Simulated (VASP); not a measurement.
Input of a VASP 6.6.1 run:

INCAR

```
  PREC = Accurate
  ENCUT = 520
  EDIFF = 1E-6
  ISMEAR = 0
  SIGMA = 0.02
  LREAL = False
  LASPH = True
  NELM = 60
  ALGO = Normal
  ISIF = 2
  LWAVE = False
  LCHARG = True
  LELF = True
  LVHAR = True
  NBANDS = 11
```

KPOINTS

```
regular mesh
0
Gamma
  12 12 12
```

The input POSCAR:

```
C
1.0
    1.2238312964      0.7065793284      3.4968117513
   -1.2238312964      0.7065793284      3.4968117513
    0.0000000000     -1.4131586568      3.4968117513
C
2
Direct
    0.8333935013      0.8333935013      0.8333935013
    0.1666064987      0.1666064987      0.1666064987
```

Potentials or basis: VASP PAW LDA potentials, release 64 (C).

Run with:

```console
$ cat potpaw_LDA.64/C/POTCAR > POTCAR
$ mpirun -np 1 vasp_std > vasp.out
```

Question: What does it give for the pressure?

Answer: -0.5 GPa.

Stress tensor (GPa, compression positive):
```
 0.00  0.00  0.00
 0.00  0.00  0.00
 0.00  0.00 -1.36
```
